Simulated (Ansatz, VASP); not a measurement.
## Bi2Se3 in VASP and in Ansatz

File INCAR:

```
ALGO = Normal ; EDIFF = 1E-6
EDIFFG = -0.04 ; ENCUT = 600
GGA = PE ; IBRION = 2
ISIF = 3 ; ISMEAR = 0
LASPH = T ; LCHARG = F
LREAL = F ; LWAVE = F
NELM = 80 ; NSW = 90
PREC = Accurate ; SIGMA = 0.1
```

The input KPOINTS:

```
k-points
0
Gamma
  4 4 4
```

File POSCAR:

```
Bi2Se3
1.0
   -3.0298704800      3.0298704800      4.0382446000
    3.0298704800     -3.0298704800      4.0382446000
    3.0298704800      3.0298704800     -4.0382446000
Bi Se
2 3
Direct
    0.7500000000      0.2500000000      0.5000000000
    0.2500000000      0.7500000000      0.5000000000
    0.5000000000      0.0000000000      0.5000000000
    0.0000000000      0.5000000000      0.5000000000
    0.5000000000      0.5000000000      0.0000000000
```

Input for Ansatz:

```yaml
crystal:
  lattice:
    - [-3.02987048, 3.02987048, 4.0382446]
    - [3.02987048, -3.02987048, 4.0382446]
    - [3.02987048, 3.02987048, -4.0382446]
  atoms:
    - { symbol: Bi, position: [0.75, 0.25, 0.5] }
    - { symbol: Bi, position: [0.25, 0.75, 0.5] }
    - { symbol: Se, position: [0.5, 0.0, 0.5] }
    - { symbol: Se, position: [0.0, 0.5, 0.5] }
    - { symbol: Se, position: [0.5, 0.5, 0.0] }
basis:
  ecutwfc: 420
kpoints:
  mp_grid: { grid: [4, 4, 4] }
hamiltonian:
  xc: pbe
scf:
  occupations: { method: gaussian, width: 0.1 }
  lower_state_search: "off"
output:
  forces: true
  stress: true
  eigenvalues: true
relax:
  adjacent_minimum: "off"
  f_tol: 0.04
  max_steps: 70
  cell: { stress_tol: 0.4 }
```

Alike in both runs: task relaxation of cell and atoms; functional PBE; k mesh 4 × 4 × 4; occupations gaussian, width 0.1 eV; no spin polarisation.

|  | VASP | Ansatz |
| --- | --- | --- |
| version | VASP 6.6.1 | Ansatz 0.2.0 |
| potentials or method | VASP PAW PBE potentials, release 64 (Bi_d, Se), cutoff 600 eV | scalar-relativistic, plane waves, PAW |
| valence electrons in the cell | 48 | 78 |

VASP gave:

```
gap on the k mesh at the Fermi level, each at its own relaxed structure (eV) : none
relaxed volume (Å³/atom)                                                     : 31.44
relaxed cell length with the largest relative difference (Å)                 : 6.826
```

**Question.** Which values does Ansatz return?

**Answer.** gap on the k mesh at the Fermi level, each at its own relaxed structure (eV): none; relaxed volume (Å³/atom): 31.53; relaxed cell length with the largest relative difference (Å): 6.830.

A gap of «none» marks a metal or a gap that the smearing closes. VASP's potentials hold 48 valence electrons a cell and Ansatz's 78, so a difference there can come from the potentials and not from the codes.

The k mesh is coarse, so the values compare programs but aren't converged. Neither program's run includes spin-orbit coupling.
